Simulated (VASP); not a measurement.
# CsH (Fm-3m) in VASP: further runs

CsH is run at these levels: LDA; tasks: single point, relaxation of cell and atoms.

Program: VASP 6.6.1. These are calculated values, not measurements. Logs are shortened: lines on timing, memory, paths and dates and some standing lists are left out, and cuts for length are marked.

## Step 1: The cell of the first run

Symmetry: Fm-3m, No. 225, cubic system. The conventional cell has a = 6.102 Å, b = 6.102 Å, c = 6.102 Å, α = 90.00°, β = 90.00°, γ = 90.00°. Within 4.0 Å of Cs (site symmetry m-3m) lie 6 H at 3.05 Å. Within 4.0 Å of H (site symmetry m-3m) lie 6 Cs at 3.05 Å.

## Step 2: Single point, LDA

Contents of INCAR:

```
PREC = Accurate ; ENCUT = 520
EDIFF = 1E-6 ; ISMEAR = 0
SIGMA = 0.02 ; LREAL = F
LASPH = T ; NELM = 60
ALGO = Normal ; ISIF = 2
LWAVE = F ; LCHARG = F
GGA = CA ; NBANDS = 12
```

Contents of KPOINTS:

```
regular mesh
0
Gamma
  8 8 8
```

Contents of POSCAR:

```
CsH
1.0
    0.0000000000      3.0511182234      3.0511182234
    3.0511182234      0.0000000000      3.0511182234
    3.0511182234      3.0511182234      0.0000000000
Cs H
1 1
Direct
    0.0000000000      0.0000000000      0.0000000000
    0.5000000000      0.5000000000      0.5000000000
```

Potentials or basis: VASP PAW LDA potentials, release 64 (Cs_sv, H).

Command:

```console
cat potpaw_LDA.64/Cs_sv/POTCAR potpaw_LDA.64/H/POTCAR > POTCAR
mpirun -np 1 vasp_std > vasp.out
```

OUTCAR:

```text
PREC = Accurate
   ENCUT = 520
   EDIFF = 1E-6
   ISMEAR = 0
   LREAL = F
   LASPH = T
   NELM = 60
   ISIF = 2
   GGA = CA

 ion  position               nearest neighbor table
   1  0.000  0.000  0.000-
   2  0.500  0.500  0.500-

  LATTYP: Found a face centered cubic cell.
 ALAT       =     6.1022364468

  Lattice vectors:

 A1 = (   0.0000000000,   3.0511182234,   3.0511182234)
 A2 = (   3.0511182234,   0.0000000000,   3.0511182234)
 A3 = (   3.0511182234,   3.0511182234,   0.0000000000)

Analysis of symmetry for initial positions (statically):
=====================================================================
 Subroutine PRICEL returns:
 Original cell was already a primitive cell.

 Routine SETGRP: Setting up the symmetry group for a
 face centered cubic supercell.

 Subroutine GETGRP returns: Found 48 space group operations
 (whereof 48 operations were pure point group operations)
 out of a pool of 48 trial point group operations.

The static configuration has the point symmetry O_h .

Analysis of symmetry for dynamics (positions and initial velocities):
=====================================================================
 Subroutine PRICEL returns:
 Original cell was already a primitive cell.

 Routine SETGRP: Setting up the symmetry group for a
 face centered cubic supercell.

 Subroutine GETGRP returns: Found 48 space group operations
 (whereof 48 operations were pure point group operations)
 out of a pool of 48 trial point group operations.

The dynamic configuration has the point symmetry O_h .

 Subroutine INISYM returns: Found 48 space group operations
 (whereof 48 operations are pure point group operations),
 and found     1 'primitive' translations

----------------------------------------------------------------------------------------

                                     Primitive cell

  volume of cell :      56.8077

  direct lattice vectors                    reciprocal lattice vectors
     0.000000000  3.051118223  3.051118223    -0.163874345  0.163874345  0.163874345
     3.051118223  0.000000000  3.051118223     0.163874345 -0.163874345  0.163874345
     3.051118223  3.051118223  0.000000000     0.163874345  0.163874345 -0.163874345

  length of vectors
     4.314932772  4.314932772  4.314932772     0.283838691  0.283838691  0.283838691

  position of ions in fractional coordinates (direct lattice)
     0.000000000  0.000000000  0.000000000
     0.500000000  0.500000000  0.500000000
[... 79 lines left out ...]
   EDIFFG = 0.1E-04   stopping-criterion for IOM
   NSW    =      0    number of steps for IOM
   IBRION =     -1    ionic relax: 0-MD 1-quasi-New 2-CG
   NFREE  =      0    steps in history (QN), initial steepest desc. (CG)
   ISIF   =      2    stress and relaxation
   ISYM   =      2    0-nonsym 1-usesym 2-fastsym
   POTIM  = 0.5000    time-step for ionic-motion
   TEBEG  =    0.0;   TEEND  =   0.0 temperature during run
   PSTRESS=    0.0 pullay stress
   NELECT =      10.0000    total number of electrons
   NUPDOWN=      -1.0000    fix difference up-down
   EMIN   =  10.00;   EMAX   =-10.00  energy-range for DOS
   EFERMI =   0.00;   METHOD = LEGACY
   ISMEAR =     0;   SIGMA  =   0.02  broadening in eV -4-tet -1-fermi 0-gaus
   EFERMI_NEDOS =   21; number of points for ismear=-14 and -15
   IALGO  =     38    algorithm
   IMIX   =      4    mixing-type and parameters
     AMIX     =   0.40;   BMIX     =  1.00
     AMIX_MAG =   1.60;   BMIX_MAG =  1.00
  volume/ion in A,a.u.               =      28.40       191.68
  Fermi-wavevector in a.u.,A,eV,Ry     =   0.917499  1.733822 11.453455  0.841805
  Thomas-Fermi vector in A             =   2.042475
   LORBIT       =      0    0 simple, 1 ext, 2 COOP (PROOUT), +10 PAW based schemes
   GGA     = CA    functional components
   LHFCALC =     F    Hartree Fock is set to
   AEXX    =    0.0000 exact exchange contribution
   IVDW    =     0    specifies the selected vdW correction
   LEPSILON=     F    determine dielectric tensor
   LRPA    =     F    only Hartree local field effects (RPA)
 non-spin polarized calculation
 Gauss-broadening in eV      SIGMA  =   0.02
  energy-cutoff  :      520.00
  volume of cell :       56.81
 maximum number of plane-waves:      1543
   NGX = 17   NGY = 17   NGZ = 17

 number of electron      10.0000001 magnetization

 Free energy of the ion-electron system (eV)
  ---------------------------------------------------
  ext. energy  EPLUGINS =         0.00000000
  ---------------------------------------------------
  free energy    TOTEN  =        -4.92340534 eV

  energy without entropy =       -4.92340534  energy(sigma->0) =       -4.92340534

 E-fermi :   0.8416     XC(G=0):  -8.0151

 val. band max:        0.7448169922   @ k =   0.5000   0.0000   0.0000
 cond. band min:       2.4725340760   @ k =   0.5000   0.0000   0.0000
 fundamental gap:      1.7277170838
 Fermi energy:         0.8415909356

 k-point     1 :       0.0000    0.0000    0.0000
  band No.  band energies     occupation
      1     -20.8236      2.00000
      2      -7.1043      2.00000
      3      -7.1043      2.00000
      4      -7.1043      2.00000
      5      -1.4304      2.00000
      6       5.6741      0.00000
      7       5.6741      0.00000
      8       5.6741      0.00000
      9       6.8586      0.00000
     10       7.7489      0.00000
     11       7.7489      0.00000
     12       9.3336      0.00000
[... 331 lines left out ...]
 k-point    24 :      -0.3750    0.2500    0.1250
  band No.  band energies     occupation
      1     -20.6666      2.00000
      2      -8.1740      2.00000
      3      -7.5648      2.00000
      4      -7.3475      2.00000
      5       0.1649      2.00000
      6       3.3888      0.00000
      7       5.0173      0.00000
      8       5.9442      0.00000
      9       8.3190      0.00000
     10       8.4954      0.00000
     11      10.2933      0.00000
     12      10.4663      0.00000

 [... further k-points ...]
[... 5 lines left out ...]
  --------------------------------------------------------------------------------------
  -------------------------------------------------------------------------------------
  Total        0.0097319      0.0097319      0.0097319     -0.0000000      0.0000000      0.0000000
  in kB        0.2744736      0.2744736      0.2744736     -0.0000000      0.0000000      0.0000000
  external PRESSURE =       0.2744736 kB  Pullay stress =       0.0000000 kB

 VOLUME and BASIS-vectors are now :
 -----------------------------------------------------------------------------
  energy-cutoff  :      520.00
  volume of cell :       56.81
      direct lattice vectors                 reciprocal lattice vectors
     0.000000000  3.051118223  3.051118223    -0.163874345  0.163874345  0.163874345
     3.051118223  0.000000000  3.051118223     0.163874345 -0.163874345  0.163874345
     3.051118223  3.051118223  0.000000000     0.163874345  0.163874345 -0.163874345

 POSITION                                       TOTAL-FORCE (eV/Angst)
 -----------------------------------------------------------------------------------
      0.00000      0.00000      0.00000         0.000000      0.000000      0.000000
      3.05112      3.05112      3.05112         0.000000      0.000000      0.000000
 -----------------------------------------------------------------------------------
    total drift:                                0.000000     -0.000000     -0.000000

  FREE ENERGIE OF THE ION-ELECTRON SYSTEM (eV)
  ---------------------------------------------------
  free  energy   TOTEN  =        -4.9234053363 eV

  energy  without entropy=       -4.9234053363  energy(sigma->0) =       -4.92340534
```

stdout:

```text
POSCAR found type information on POSCAR CsH
 POSCAR found :  2 types and       2 ions
 scaLAPACK will be used
 LDA part: xc-table for (Slater(with rela. corr.)+CA(PZ))
 , standard interpolation
 POSCAR, INCAR and KPOINTS ok, starting setup
 FFT: planning ... GRIDC
 FFT: planning ... GRID_SOFT
 FFT: planning ... GRID
 WAVECAR not read
 entering main loop
```

Run time: 5.6 s. Hardware: 1 thread of Intel Xeon 6975P-C (Granite Rapids), shared host; peak memory 0.16 GiB.

Results:

```
Free energy            : -4.9234 eV
Pressure               : 0.0 GPa
Band gap on the k mesh : 1.73 eV
```

Levels at points of the mesh, in eV from the valence-band top:
```
           k point  band 1  band 2  band 3  band 4  band 5  band 6  band 7  band 8  band 9  band 10
(0.00, 0.00, 0.00)  -21.57   -7.85   -7.85   -7.85   -2.18    4.93    4.93    4.93    6.11     7.00
(0.50, 0.00, 0.00)  -21.43   -9.10   -7.99   -7.99    0.00    1.73    4.45    4.45    7.39     8.62
(0.50, 0.50, 0.00)  -21.39   -8.91   -8.25   -8.25   -1.65    2.53    5.83    8.48    8.59     8.59
```

Caveat: spin-orbit coupling is left out, which moves the levels of the heavy elements.

## Step 3: Single point, LDA

Contents of INCAR:

```
SYSTEM = CsH
PREC     = Accurate       ! precision mode
ENCUT    = 520            ! plane-wave cutoff, eV
EDIFF    = 1E-6           ! SCF threshold, eV
ISMEAR   = 0              ! smearing method
SIGMA    = 0.02           ! smearing width, eV
LREAL    = .FALSE.        ! projectors in reciprocal space
LASPH    = .TRUE.         ! aspherical terms in the spheres
NELM     = 80             ! most SCF steps
ALGO     = Normal         ! electronic algorithm
ISIF     = 2              ! what is computed and relaxed
LWAVE    = .FALSE.        ! write WAVECAR
LCHARG   = .TRUE.         ! write CHGCAR
GGA      = CA             ! functional
LELF     = .TRUE.         ! ELF
LVHAR    = .TRUE.       
NBANDS   = 12             ! bands
```

Contents of KPOINTS:

```
regular mesh
0
G
  8 8 8
  0 0 0
```

POSCAR is that of step 2.

Potentials or basis: VASP PAW LDA potentials, release 64 (Cs_sv, H).

Command:

```console
cat potpaw_LDA.64/Cs_sv/POTCAR potpaw_LDA.64/H/POTCAR > POTCAR
mpirun -np 1 vasp_std > vasp.out
```

Run time: 6.5 s. Hardware: 1 thread of Intel Xeon 6975P-C (Granite Rapids), shared host; peak memory 0.16 GiB.

It converged, with:

- Free energy: -4.9234 eV
- Pressure: 0.0 GPa
- Band gap on the k mesh: 1.73 eV

Levels at points of the mesh, in eV from the valence-band top:
```
           k point  band 3  band 4  band 5  band 6  band 7  band 8
(0.00, 0.00, 0.00)   -7.85   -7.85   -2.18    4.93    4.93    4.93
(0.50, 0.00, 0.00)   -7.99   -7.99    0.00    1.73    4.45    4.45
(0.50, 0.50, 0.00)   -8.25   -8.25   -1.65    2.53    5.83    8.48
```

Caveat: spin-orbit coupling is left out, which moves the levels of the heavy elements. Expect the measured gap to be larger: semilocal functionals such as LDA lack the derivative discontinuity.

## Step 4: Single point, LDA

This run uses another cell than the first one, of 28.33 Å³/atom.

Contents of INCAR:

```
  PREC = Accurate
  ENCUT = 520
  EDIFF = 1E-7
  ISMEAR = 0
  SIGMA = 0.01
  LREAL = False
  LASPH = True
  NELM = 100
  ALGO = Normal
  ISIF = 2
  LWAVE = False
  LCHARG = False
  GGA = CA
  NBANDS = 12
```

Contents of KPOINTS:

```
regular mesh
0
Gamma
  8 8 8
```

Contents of POSCAR:

```
CsH
1.0
    0.0000000000      3.0486175680      3.0486175680
    3.0486175680      0.0000000000      3.0486175680
    3.0486175680      3.0486175680      0.0000000000
Cs H
1 1
Direct
    0.0000000000      0.0000000000      0.0000000000
    0.5000000000      0.5000000000      0.5000000000
```

Potentials or basis: VASP PAW LDA potentials, release 64 (Cs_sv, H).

Command:

```console
cat potpaw_LDA.64/Cs_sv/POTCAR potpaw_LDA.64/H/POTCAR > POTCAR
mpirun -np 1 vasp_std > vasp.out
```

OUTCAR:

```text
PREC = Accurate
   ENCUT = 520
   EDIFF = 1E-7
   ISMEAR = 0
   LREAL = False
   LASPH = True
   NELM = 100
   ISIF = 2
   GGA = CA

 ion  position               nearest neighbor table
   1  0.000  0.000  0.000-
   2  0.500  0.500  0.500-

  LATTYP: Found a face centered cubic cell.
 ALAT       =     6.0972351360

  Lattice vectors:

 A1 = (   0.0000000000,   3.0486175680,   3.0486175680)
 A2 = (   3.0486175680,   0.0000000000,   3.0486175680)
 A3 = (   3.0486175680,   3.0486175680,   0.0000000000)

[... 532 lines left out ...]
      5       0.1760      2.00000
      6       3.4013      0.00000
      7       5.0323      0.00000
      8       5.9588      0.00000
      9       8.3390      0.00000
     10       8.5158      0.00000
     11      10.3202      0.00000
     12      10.4931      0.00000

 [... further k-points ...]
[... 5 lines left out ...]
  --------------------------------------------------------------------------------------
  -------------------------------------------------------------------------------------
  Total        0.0204240      0.0204240      0.0204240      0.0000000      0.0000000      0.0000000
  in kB        0.5774484      0.5774484      0.5774484      0.0000000      0.0000000      0.0000000
  external PRESSURE =       0.5774484 kB  Pullay stress =       0.0000000 kB

 VOLUME and BASIS-vectors are now :
 -----------------------------------------------------------------------------
  energy-cutoff  :      520.00
  volume of cell :       56.67
      direct lattice vectors                 reciprocal lattice vectors
     0.000000000  3.048617568  3.048617568    -0.164008764  0.164008764  0.164008764
     3.048617568  0.000000000  3.048617568     0.164008764 -0.164008764  0.164008764
     3.048617568  3.048617568  0.000000000     0.164008764  0.164008764 -0.164008764

 POSITION                                       TOTAL-FORCE (eV/Angst)
 -----------------------------------------------------------------------------------
      0.00000      0.00000      0.00000        -0.000000     -0.000000     -0.000000
      3.04862      3.04862      3.04862         0.000000      0.000000      0.000000
 -----------------------------------------------------------------------------------
    total drift:                                0.000000     -0.000000     -0.000000

  FREE ENERGIE OF THE ION-ELECTRON SYSTEM (eV)
  ---------------------------------------------------
  free  energy   TOTEN  =        -4.9233275041 eV

  energy  without entropy=       -4.9233275041  energy(sigma->0) =       -4.92332750
```

OSZICAR:

```text
N       E                     dE             d eps       ncg     rms          rms(c)
DAV:   1     0.415174420986E+02    0.41517E+02   -0.43986E+03   696   0.705E+02
DAV:   2    -0.259525818571E+01   -0.44113E+02   -0.41947E+02   856   0.116E+02
DAV:   3    -0.573561102989E+01   -0.31404E+01   -0.31355E+01   888   0.329E+01
DAV:   4    -0.575744700015E+01   -0.21836E-01   -0.21835E-01   780   0.322E+00
DAV:   5    -0.575753073857E+01   -0.83738E-04   -0.83738E-04   912   0.205E-01    0.365E+00
DAV:   6    -0.507291573434E+01    0.68462E+00   -0.51530E-01   792   0.300E+00    0.154E+00
DAV:   7    -0.491813662354E+01    0.15478E+00   -0.52529E-01   812   0.263E+00    0.575E-01
DAV:   8    -0.492847778261E+01   -0.10341E-01   -0.55151E-02   756   0.105E+00    0.285E-01
DAV:   9    -0.492327673288E+01    0.52010E-02   -0.10143E-02   796   0.446E-01    0.340E-02
DAV:  10    -0.492335435431E+01   -0.77621E-04   -0.13301E-03   768   0.149E-01    0.342E-02
DAV:  11    -0.492332927224E+01    0.25082E-04   -0.12403E-04   764   0.434E-02    0.908E-03
DAV:  12    -0.492332741221E+01    0.18600E-05   -0.13676E-05   784   0.172E-02    0.110E-03
DAV:  13    -0.492332750412E+01   -0.91914E-07   -0.78522E-07   812   0.416E-03
   1 F= -.49233275E+01 E0= -.49233275E+01  d E =-.171607E-53
```

stdout:

```text
POSCAR found type information on POSCAR CsH
 POSCAR found :  2 types and       2 ions
 scaLAPACK will be used
 LDA part: xc-table for (Slater(with rela. corr.)+CA(PZ))
 , standard interpolation
 POSCAR, INCAR and KPOINTS ok, starting setup
 FFT: planning ... GRIDC
 FFT: planning ... GRID_SOFT
 FFT: planning ... GRID
 WAVECAR not read
 entering main loop
```

It took 5.5 s on 1 thread of Intel Xeon 6975P-C (Granite Rapids), shared host; peak memory 0.15 GiB.

What came out:

| Property | Result |
| --- | --- |
| Free energy | -4.9233 eV |
| Pressure | 0.1 GPa |
| Band gap on the k mesh | 1.72 eV |

Levels at points of the mesh, in eV from the valence-band top:
| k point | band 1 | band 2 | band 3 | band 4 | band 5 | band 6 | band 7 | band 8 | band 9 | band 10 |
| --- | --- | --- | --- | --- | --- | --- | --- | --- | --- | --- |
| (0.00, 0.00, 0.00) | -21.57 | -7.85 | -7.85 | -7.85 | -2.18 | 4.93 | 4.93 | 4.93 | 6.12 | 7.01 |
| (0.50, 0.00, 0.00) | -21.44 | -9.11 | -7.99 | -7.99 | 0.00 | 1.72 | 4.44 | 4.44 | 7.39 | 8.63 |
| (0.50, 0.50, 0.00) | -21.39 | -8.92 | -8.25 | -8.25 | -1.66 | 2.52 | 5.84 | 8.49 | 8.60 | 8.60 |

Caveat: spin-orbit coupling is left out, which moves the levels of the heavy elements. A k mesh can miss the band edges.

## Step 5: Relaxation of cell and atoms, LDA

Contents of INCAR:

```
PREC = Accurate ; ENCUT = 600
EDIFF = 1E-7 ; ISMEAR = 0
SIGMA = 0.02 ; LREAL = F
LASPH = T ; NELM = 60
ALGO = Normal ; ISIF = 3
LWAVE = F ; LCHARG = F
GGA = CA ; IBRION = 2
NSW = 100 ; EDIFFG = -0.005
```

KPOINTS is that of step 4.

Contents of POSCAR:

```
CsH
1.0
    0.0000000000      3.0511182234      3.0511182234
    3.0511182234      0.0000000000      3.0511182234
    3.0511182234      3.0511182234      0.0000000000
Cs H
1 1
Direct
    0.0000000000      0.0000000000      0.0000000000
    0.5000000000      0.5000000000      0.5000000000
```

Command:

```console
cat potpaw_LDA.64/Cs_sv/POTCAR potpaw_LDA.64/H/POTCAR > POTCAR
mpirun -np 1 vasp_std > vasp.out
```

Wall time 14 s (1 thread of Intel Xeon 6975P-C (Granite Rapids), shared host); peak memory 0.19 GiB.

Results (log left out):

```yaml
Free_energy: -4.9238 eV
Relaxed_volume: 28.57 Å³/atom
Relaxed_cell: a = 4.323 Å, b = 4.323 Å, c = 4.323 Å, α = 60.00°, β = 60.00°, γ = 60.00°
Space_group_after_relaxing_to_0.1_Å: Fm-3m (No. 225)
Energy_gained_by_relaxing: 0.0 meV/atom
Ionic_steps: 3
Pressure_after_relaxing: 0.0 GPa
Band_gap_on_the_k_mesh: 1.74 eV
```

Final structure:
```
Cs H
1.0
     0.00000    3.05706    3.05706
     3.05706    0.00000    3.05706
     3.05706    3.05706    0.00000
Cs H
1 1
Direct
  0.00000 0.00000 0.00000
  0.50000 0.50000 0.50000
```

Levels at points of the mesh, in eV from the valence-band top:
| k point | band 2 | band 3 | band 4 | band 5 | band 6 | band 7 | band 8 | band 9 |
| --- | --- | --- | --- | --- | --- | --- | --- | --- |
| (0.00, 0.00, 0.00) | -7.85 | -7.85 | -7.85 | -2.16 | 4.93 | 4.93 | 4.93 | 6.09 |
| (0.50, 0.00, 0.00) | -9.08 | -7.98 | -7.98 | 0.00 | 1.74 | 4.45 | 4.45 | 7.37 |
| (0.50, 0.50, 0.00) | -8.90 | -8.25 | -8.25 | -1.63 | 2.55 | 5.80 | 8.45 | 8.57 |

Caveat: spin-orbit coupling is left out, which moves the levels of the heavy elements. A k mesh can miss the band edges.

## Step 6: Overview

| task | cell | cutoff (eV) | smearing | gap on the mesh (eV) | pressure (GPa) |
| --- | --- | --- | --- | --- | --- |
| single point | a = 4.315 Å, angles 60.0°, 2 atoms | 520 | gaussian 0.02 eV | 1.73 | 0.0 |
| single point | a = 4.311 Å, angles 60.0°, 2 atoms | 520 | gaussian 0.01 eV | 1.72 | 0.1 |
| relaxation of cell and atoms | relaxed from a = 4.315 Å, angles 60.0°, 2 atoms | 600 | gaussian 0.02 eV | 1.74 | 0.0 |

Alike in all rows: level LDA; potentials or basis VASP PAW LDA potentials, release 64 (Cs_sv, H); no spin polarisation; k mesh 8 × 8 × 8.

Caveats: spin-orbit coupling is left out, which moves the levels of the heavy elements.

Total energies depend on the potentials used, so only differences within one code and one set of settings carry meaning.
